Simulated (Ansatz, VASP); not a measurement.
## Pd: VASP beside Ansatz

```xyz
2
Lattice="2.9543 0.0000 0.0000 0.0000 2.9543 0.0000 0.0000 0.0000 2.9543" Properties=species:S:1:pos:R:3 pbc="T T T"
Pd    0.0000    0.0000    0.0000
Pd    1.4772    1.4772    1.4772
```

Alike in both runs: task single point; functional PBEsol; k mesh 12 × 12 × 12; occupations fermi-dirac, width 0.05 eV; collinear spin.

|  | VASP | Ansatz |
| --- | --- | --- |
| version | VASP 6.6.1 | Ansatz 0.2.0 |
| potentials or method | VASP PAW PBE potentials, release 64 (Pd), cutoff 520 eV | plane waves (420 eV) with PAW, scalar-relativistic |
| valence electrons in the cell | 20 | 36 |

```csv
,VASP,Ansatz,Ansatz less VASP
net moment per atom (μB),0.00,0.00,0.000
```

VASP's potentials were made for PBE, not for PBEsol, and Ansatz warns of the same on its side. VASP's potentials hold 20 valence electrons a cell and Ansatz's 36, so a difference there can come from the potentials and not from the codes. Ansatz's warnings: seeded moment not kept.
